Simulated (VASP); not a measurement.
# CO2 (Pa-3) in VASP: a series of runs

The runs below take CO2 through single point, with LDA, r2SCAN.

All numbers are computed with VASP 6.6.1; they aren't measurements. Logs are shortened: lines on timing, memory, paths and dates and some standing lists are left out, and cuts for length are marked.

## 1. The cell of the first run

The structure is cubic, space group Pa-3 (No. 205). The conventional cell has a = 5.620 Å, b = 5.620 Å, c = 5.620 Å, α = 90.00°, β = 90.00°, γ = 90.00°. Within 2.2 Å of O (site symmetry 3) lie 1 C at 1.63 Å. Within 2.2 Å of C (site symmetry -3) lie 2 O at 1.63 Å.

## 2. Single point, LDA

The input, INCAR:

```
SYSTEM = CO2
PREC     = Accurate       ! precision mode
ENCUT    = 520            ! plane-wave cutoff, eV
EDIFF    = 1E-7           ! SCF threshold, eV
ISMEAR   = -1             ! smearing method
SIGMA    = 0.05           ! smearing width, eV
LREAL    = .FALSE.        ! projectors in reciprocal space
LASPH    = .TRUE.         ! aspherical terms in the spheres
NELM     = 80             ! most SCF steps
ALGO     = Normal         ! electronic algorithm
ISIF     = 2              ! what is computed and relaxed
LWAVE    = .FALSE.        ! write WAVECAR
LCHARG   = .TRUE.         ! write CHGCAR
GGA      = CA             ! functional
LELF     = .TRUE.         ! ELF
LVHAR    = .TRUE.       
NBANDS   = 44             ! bands
```

The input, KPOINTS:

```
regular mesh
0
G
  5 5 5
  0 0 0
```

The input, POSCAR:

```
CO2
1.0
    5.6200000000      0.0000000000      0.0000000000
    0.0000000000      5.6200000000      0.0000000000
    0.0000000000      0.0000000000      5.6200000000
O C
8 4
Direct
    0.1670000000      0.3330000000      0.6670000000
    0.3330000000      0.6670000000      0.1670000000
    0.6670000000      0.1670000000      0.3330000000
    0.8330000000      0.8330000000      0.8330000000
    0.8330000000      0.6670000000      0.3330000000
    0.6670000000      0.3330000000      0.8330000000
    0.3330000000      0.8330000000      0.6670000000
    0.1670000000      0.1670000000      0.1670000000
    0.0000000000      0.5000000000      0.5000000000
    0.5000000000      0.5000000000      0.0000000000
    0.5000000000      0.0000000000      0.5000000000
    0.0000000000      0.0000000000      0.0000000000
```

Potentials or basis: VASP PAW LDA potentials, release 64 (O, C).

On the command line:

```console
$ cat potpaw_LDA.64/O/POTCAR potpaw_LDA.64/C/POTCAR > POTCAR
$ mpirun -np 1 vasp_std > vasp.out
```

OUTCAR:

```text
SYSTEM = CO2
   PREC = Accurate
   ENCUT = 520
   EDIFF = 1E-7
   ISMEAR = -1
   LREAL = .FALSE.
   LASPH = .TRUE.
   NELM = 80
   ISIF = 2
   GGA = CA

 ion  position               nearest neighbor table
   1  0.167  0.333  0.667-   9 1.63
   2  0.333  0.667  0.167-  10 1.63
   3  0.667  0.167  0.333-  11 1.63
   4  0.833  0.833  0.833-  12 1.63
   5  0.833  0.667  0.333-   9 1.63
   6  0.667  0.333  0.833-  10 1.63
   7  0.333  0.833  0.667-  11 1.63
   8  0.167  0.167  0.167-  12 1.63
   9  0.000  0.500  0.500-   1 1.63   5 1.63
  10  0.500  0.500  0.000-   2 1.63   6 1.63
  11  0.500  0.000  0.500-   3 1.63   7 1.63
  12  0.000  0.000  0.000-   4 1.63   8 1.63

  LATTYP: Found a simple cubic cell.
 ALAT       =     5.6200000000

  Lattice vectors:

 A1 = (   5.6200000000,   0.0000000000,   0.0000000000)
 A2 = (   0.0000000000,   5.6200000000,   0.0000000000)
 A3 = (   0.0000000000,   0.0000000000,   5.6200000000)

Analysis of symmetry for initial positions (statically):
=====================================================================
 Subroutine PRICEL returns:
 Original cell was already a primitive cell.

 Routine SETGRP: Setting up the symmetry group for a
 simple cubic supercell.

 Subroutine GETGRP returns: Found 24 space group operations
 (whereof  6 operations were pure point group operations)
 out of a pool of 48 trial point group operations.

The static configuration has the point symmetry S_6 .
 The point group associated with its full space group is T_h .

Analysis of symmetry for dynamics (positions and initial velocities):
=====================================================================
 Subroutine PRICEL returns:
 Original cell was already a primitive cell.

 Routine SETGRP: Setting up the symmetry group for a
 simple cubic supercell.

 Subroutine GETGRP returns: Found 24 space group operations
 (whereof  6 operations were pure point group operations)
 out of a pool of 48 trial point group operations.

The dynamic configuration has the point symmetry S_6 .
 The point group associated with its full space group is T_h .

 Subroutine INISYM returns: Found 24 space group operations
 (whereof  6 operations are pure point group operations),
 and found     1 'primitive' translations

----------------------------------------------------------------------------------------

                                     Primitive cell

  volume of cell :     177.5043

  direct lattice vectors                    reciprocal lattice vectors
     5.620000000  0.000000000  0.000000000     0.177935943  0.000000000  0.000000000
     0.000000000  5.620000000  0.000000000     0.000000000  0.177935943  0.000000000
     0.000000000  0.000000000  5.620000000     0.000000000  0.000000000  0.177935943

  length of vectors
     5.620000000  5.620000000  5.620000000     0.177935943  0.177935943  0.177935943

  position of ions in fractional coordinates (direct lattice)
     0.167000000  0.333000000  0.667000000
     0.333000000  0.667000000  0.167000000
     0.667000000  0.167000000  0.333000000
     0.833000000  0.833000000  0.833000000
     0.833000000  0.667000000  0.333000000
     0.667000000  0.333000000  0.833000000
     0.333000000  0.833000000  0.667000000
     0.167000000  0.167000000  0.167000000
     0.000000000  0.500000000  0.500000000
     0.500000000  0.500000000  0.000000000
     0.500000000  0.000000000  0.500000000
     0.000000000  0.000000000  0.000000000

  ion indices of the primitive-cell ions
   primitive index   ion index
                 1           1
                 2           2
                 3           3
                 4           4
                 5           5
                 6           6
                 7           7
                 8           8
                 9           9
                10          10
                11          11
                12          12

----------------------------------------------------------------------------------------

 KPOINTS: regular mesh

Automatic generation of k-mesh.
 Grid dimensions read from file:
 generate k-points for:    5    5    5

 Generating k-lattice:

  Cartesian coordinates                     Fractional coordinates (reciprocal lattice)
     0.035587189  0.000000000  0.000000000     0.200000000  0.000000000  0.000000000
     0.000000000  0.035587189  0.000000000     0.000000000  0.200000000  0.000000000
     0.000000000  0.000000000  0.035587189     0.000000000  0.000000000  0.200000000

  Length of vectors
     0.035587189  0.035587189  0.035587189

  Shift w.r.t. Gamma in fractional coordinates (k-lattice)
     0.000000000  0.000000000  0.000000000

 Subroutine IBZKPT returns following result:
 ===========================================

 Found     11 irreducible k-points:

 Following reciprocal coordinates:
            Coordinates               Weight
  0.000000  0.000000  0.000000      1.000000
  0.200000  0.000000  0.000000      6.000000
  0.400000  0.000000  0.000000      6.000000
  0.200000  0.200000  0.000000     12.000000
  0.400000  0.200000  0.000000     12.000000
 -0.200000  0.400000  0.000000     12.000000
  0.400000  0.400000  0.000000     12.000000
  0.200000  0.200000  0.200000      8.000000
  0.400000  0.200000  0.200000     24.000000
  0.400000  0.400000  0.200000     24.000000
  0.400000  0.400000  0.400000      8.000000
   k-points           NKPTS =     11   k-points in BZ     NKDIM =     11   number of bands    NBANDS=     44
   number of dos      NEDOS =    301   number of ions     NIONS =     12
   total plane-waves  NPLWV =  74088
   dimension x,y,z NGX =    42 NGY =   42 NGZ =   42
   dimension x,y,z NGXF=    84 NGYF=   84 NGZF=   84
   ions per type =               8   4
   NGX,Y,Z   is equivalent  to a cutoff of  12.42, 12.42, 12.42 a.u.
   NGXF,Y,Z  is equivalent  to a cutoff of  24.85, 24.85, 24.85 a.u.
 SYSTEM =  CO2
   PREC   = accura    normal or accurate (medium, high low for compatibility)
   ISTART =      0    job   : 0-new  1-cont  2-samecut
   ICHARG =      2    charge: 1-file 2-atom 10-const
   ISPIN  =      1    spin polarized calculation?
   LNONCOLLINEAR =      F non collinear calculations
   LSORBIT =      F    spin-orbit coupling
   LASPH  =      T    aspherical Exc in radial PAW
   ENCUT  =  520.0 eV  38.22 Ry    6.18 a.u.  10.45 10.45 10.45*2*pi/ulx,y,z
   NELM   =     80;   NELMIN=  2; NELMDL= -5     # of ELM steps
   EDIFF  = 0.1E-06   stopping-criterion for ELM
   LREAL  =      F    real-space projection
   EDIFFG = 0.1E-05   stopping-criterion for IOM
   NSW    =      0    number of steps for IOM
   IBRION =     -1    ionic relax: 0-MD 1-quasi-New 2-CG
   NFREE  =      0    steps in history (QN), initial steepest desc. (CG)
   ISIF   =      2    stress and relaxation
   ISYM   =      2    0-nonsym 1-usesym 2-fastsym
   POTIM  = 0.5000    time-step for ionic-motion
   TEBEG  =    0.0;   TEEND  =   0.0 temperature during run
   PSTRESS=    0.0 pullay stress
   NELECT =      64.0000    total number of electrons
   NUPDOWN=      -1.0000    fix difference up-down
   EMIN   =  10.00;   EMAX   =-10.00  energy-range for DOS
   EFERMI =   0.00;   METHOD = LEGACY
   ISMEAR =    -1;   SIGMA  =   0.05  broadening in eV -4-tet -1-fermi 0-gaus
   EFERMI_NEDOS =   21; number of points for ismear=-14 and -15
   IALGO  =     38    algorithm
   IMIX   =      4    mixing-type and parameters
     AMIX     =   0.40;   BMIX     =  1.00
     AMIX_MAG =   1.60;   BMIX_MAG =  1.00
  volume/ion in A,a.u.               =      14.79        99.82
  Fermi-wavevector in a.u.,A,eV,Ry     =   1.165195  2.201899 18.472341  1.357679
  Thomas-Fermi vector in A             =   2.301723
   LORBIT       =      0    0 simple, 1 ext, 2 COOP (PROOUT), +10 PAW based schemes
   GGA     = CA    functional components
   LHFCALC =     F    Hartree Fock is set to
   AEXX    =    0.0000 exact exchange contribution
   IVDW    =     0    specifies the selected vdW correction
   LEPSILON=     F    determine dielectric tensor
   LRPA    =     F    only Hartree local field effects (RPA)
 non-spin polarized calculation
  energy-cutoff  :      520.00
  volume of cell :      177.50
 maximum number of plane-waves:      4801
 NGX is ok and might be reduce to    42
   NGX = 21   NGY = 21   NGZ = 21

 number of electron      63.9999956 magnetization

 Free energy of the ion-electron system (eV)
  ---------------------------------------------------
  ext. energy  EPLUGINS =         0.00000000
  ---------------------------------------------------
  free energy    TOTEN  =       -65.88533897 eV

  energy without entropy =      -65.88533756  energy(sigma->0) =      -65.88533826

 E-fermi :  -2.1635     XC(G=0):  -9.1237

 val. band max:       -2.7942922968   @ k =   0.0000   0.0000   0.0000
 cond. band min:      -1.6828520045   @ k =   0.0000   0.0000   0.0000
 fundamental gap:      1.1114402923
 Fermi energy:        -2.1635158572

 k-point     1 :       0.0000    0.0000    0.0000
  band No.  band energies     occupation
      1     -20.0570      2.00000
      2     -19.2891      2.00000
      3     -19.2891      2.00000
      4     -19.2891      2.00000
      5     -19.1270      2.00000
      6     -19.1270      2.00000
[... 36 lines left out ...]
     43       0.6515      0.00000
     44       0.6515      0.00000

 k-point     2 :       0.2000    0.0000    0.0000
  band No.  band energies     occupation
      1     -20.0040      2.00000
      2     -19.4216      2.00000
      3     -19.3000      2.00000
      4     -19.2937      2.00000
      5     -19.1104      2.00000
      6     -19.0811      2.00000
[... 415 lines left out ...]
 k-point    11 :       0.4000    0.4000    0.4000
  band No.  band energies     occupation
      1     -19.5757      2.00000
      2     -19.4897      2.00000
      3     -19.4806      2.00000
      4     -19.4806      2.00000
      5     -19.0455      2.00000
      6     -19.0455      2.00000
[... 36 lines left out ...]
     43       0.7017      0.00000
     44       0.7828      0.00000

------------------------ aborting loop because EDIFF is reached ----------------------------------------

  FORCE on cell =-STRESS in cart. coord.  units (eV):
  Direction    XX          YY          ZZ          XY          YZ          ZX
  --------------------------------------------------------------------------------------
  -------------------------------------------------------------------------------------
  Total      -47.7599984    -47.7599984    -47.7599984      0.0000000      0.0000000     -0.0000000
  in kB     -431.0880052   -431.0880052   -431.0880052      0.0000000      0.0000000     -0.0000000
  external PRESSURE =    -431.0880052 kB  Pullay stress =       0.0000000 kB

 VOLUME and BASIS-vectors are now :
 -----------------------------------------------------------------------------
  energy-cutoff  :      520.00
  volume of cell :      177.50
      direct lattice vectors                 reciprocal lattice vectors
     5.620000000  0.000000000  0.000000000     0.177935943  0.000000000  0.000000000
     0.000000000  5.620000000  0.000000000     0.000000000  0.177935943  0.000000000
     0.000000000  0.000000000  5.620000000     0.000000000  0.000000000  0.177935943

 POSITION                                       TOTAL-FORCE (eV/Angst)
 -----------------------------------------------------------------------------------
      0.93854      1.87146      3.74854        -5.829209      5.829209     -5.829209
      1.87146      3.74854      0.93854         5.829209     -5.829209     -5.829209
      3.74854      0.93854      1.87146        -5.829209     -5.829209      5.829209
      4.68146      4.68146      4.68146         5.829209      5.829209      5.829209
      4.68146      3.74854      1.87146         5.829209     -5.829209      5.829209
      3.74854      1.87146      4.68146        -5.829209      5.829209      5.829209
      1.87146      4.68146      3.74854         5.829209      5.829209     -5.829209
      0.93854      0.93854      0.93854        -5.829209     -5.829209     -5.829209
      0.00000      2.81000      2.81000         0.000000      0.000000      0.000000
      2.81000      2.81000      0.00000         0.000000      0.000000      0.000000
      2.81000      0.00000      2.81000         0.000000      0.000000      0.000000
      0.00000      0.00000      0.00000         0.000000      0.000000      0.000000
 -----------------------------------------------------------------------------------
    total drift:                               -0.000000      0.000000     -0.000000

  FREE ENERGIE OF THE ION-ELECTRON SYSTEM (eV)
  ---------------------------------------------------
  free  energy   TOTEN  =       -65.8853389712 eV

  energy  without entropy=      -65.8853375573  energy(sigma->0) =      -65.88533826
```

It took 69 s on 1 thread of Intel Xeon Platinum 8488C (Sapphire Rapids), shared host; peak memory 0.23 GiB.

Results:

```yaml
Free_energy: -65.8853 eV
Pressure: -43.1 GPa
Largest_force: 10.096 eV/Å
Band_gap_on_the_k_mesh: 1.11 eV, direct
```

Forces in eV/Å, atoms in the order of the input:
```
O   -5.829  5.829 -5.829
O    5.829 -5.829 -5.829
O   -5.829 -5.829  5.829
O    5.829  5.829  5.829
O    5.829 -5.829  5.829
O   -5.829  5.829  5.829
O    5.829  5.829 -5.829
O   -5.829 -5.829 -5.829
C    0.000  0.000  0.000
C    0.000  0.000  0.000
C    0.000  0.000  0.000
C    0.000  0.000  0.000
```

Caveat: forces of over 1 eV/Å act on the atoms, so gaps and moduli don't describe the material at rest.

## 3. Single point, r2SCAN

POSCAR is that of step 2.

The input, INCAR.step1:

```
SYSTEM = CO2
PREC     = Accurate       ! precision mode
ENCUT    = 520            ! plane-wave cutoff, eV
ISMEAR   = -1             ! smearing method
SIGMA    = 0.05           ! smearing width, eV
LREAL    = .FALSE.        ! projectors in reciprocal space
LASPH    = .TRUE.         ! aspherical terms in the spheres
NELM     = 60             ! most SCF steps
NBANDS   = 44             ! bands
GGA      = PE             ! functional
ALGO     = Normal         ! electronic algorithm
EDIFF    = 1E-4           ! SCF threshold, eV
LWAVE    = .TRUE.         ! write WAVECAR
LCHARG   = .FALSE.        ! write CHGCAR
```

The input, INCAR.step2:

```
SYSTEM = CO2
PREC     = Accurate       ! precision mode
ENCUT    = 520            ! plane-wave cutoff, eV
EDIFF    = 1E-6           ! SCF threshold, eV
ISMEAR   = -1             ! smearing method
SIGMA    = 0.05           ! smearing width, eV
LREAL    = .FALSE.        ! projectors in reciprocal space
LASPH    = .TRUE.         ! aspherical terms in the spheres
NELM     = 60             ! most SCF steps
ALGO     = Normal         ! electronic algorithm
ISIF     = 2              ! what is computed and relaxed
LWAVE    = .FALSE.        ! write WAVECAR
LCHARG   = .TRUE.         ! write CHGCAR
METAGGA  = R2SCAN         ! meta-GGA
LMIXTAU  = .TRUE.       
LELF     = .TRUE.         ! ELF
LVHAR    = .TRUE.       
NBANDS   = 44             ! bands
ISTART   = 1
```

The input, KPOINTS:

```
Automatic mesh
0
G
  5 5 5
  0 0 0
```

Potentials or basis: VASP PAW PBE potentials, release 64 (O, C).

On the command line:

```console
$ cat potpaw_PBE.64/O/POTCAR potpaw_PBE.64/C/POTCAR > POTCAR
$ cp INCAR.step1 INCAR
$ mpirun -np 1 vasp_std > vasp.out
$ cp INCAR.step2 INCAR
$ mpirun -np 1 vasp_std > vasp.out
```

It took 8.2 min on 1 thread of Oxide Virtual Turin-like, shared host; peak memory 0.26 GiB.

It converged, with:

- Free energy: -68.7706 eV
- Pressure: -40.8 GPa
- Largest force: 10.292 eV/Å
- Band gap on the k mesh: 1.67 eV, direct

Forces on the atoms (eV/Å):
```
O   -5.942  5.942 -5.942
O    5.942 -5.942 -5.942
O   -5.942 -5.942  5.942
O    5.942  5.942  5.942
O    5.942 -5.942  5.942
O   -5.942  5.942  5.942
O    5.942  5.942 -5.942
O   -5.942 -5.942 -5.942
C    0.000  0.000  0.000
C    0.000  0.000  0.000
C    0.000  0.000  0.000
C    0.000  0.000  0.000
```

Levels at points of the mesh, in eV from the valence-band top:
| k point | band 28 | band 29 | band 30 | band 31 | band 32 | band 33 | band 34 | band 35 | band 36 | band 37 |
| --- | --- | --- | --- | --- | --- | --- | --- | --- | --- | --- |
| (0.00, 0.00, 0.00) | -0.42 | -0.42 | -0.42 | 0.00 | 0.00 | 1.67 | 2.75 | 2.75 | 2.75 | 3.07 |

Caveat: the PAW data sets were made with another functional, which shifts forces and pressure a little. A k mesh can miss the band edges.
